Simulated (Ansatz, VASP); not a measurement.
**One calculation of SnO, two programs**

```
Sn O
1.0
     3.82016    0.00000    0.00000
     0.00000    3.82016    0.00000
     0.00000    0.00000   22.22608
Sn O
4 4
Cartesian
  2.8651 0.9550 4.5000
  0.9550 2.8651 6.8630
  1.4326 4.2977 11.2630
  3.3426 2.3876 13.6261
  0.9550 0.9550 5.6815
  2.8651 2.8651 5.6815
  3.3426 4.2977 12.4446
  1.4326 2.3876 12.4446
```

Alike in both runs: task single point; functional PBE; dispersion D3(BJ); k mesh 7 × 7 × 1; occupations gaussian, width 0.05 eV; no spin polarisation.

|  | VASP | Ansatz |
| --- | --- | --- |
| version | VASP 6.6.1 | Ansatz 0.2.0 |
| potentials or method | VASP PAW PBE potentials, release 64 (Sn_d, O), cutoff 520 eV | scalar-relativistic, plane waves, PAW |
| valence electrons in the cell | 80 | 80 |

VASP gave:

- gap on the k mesh at the Fermi level (eV): 2.58
- least direct gap on the mesh (eV): 2.61
- rms of the force components (eV/Å): 0.048

Q: Estimate Ansatz's values.

A: gap on the k mesh at the Fermi level (eV): 2.63; least direct gap on the mesh (eV): 2.65; rms of the force components (eV/Å): 0.015.
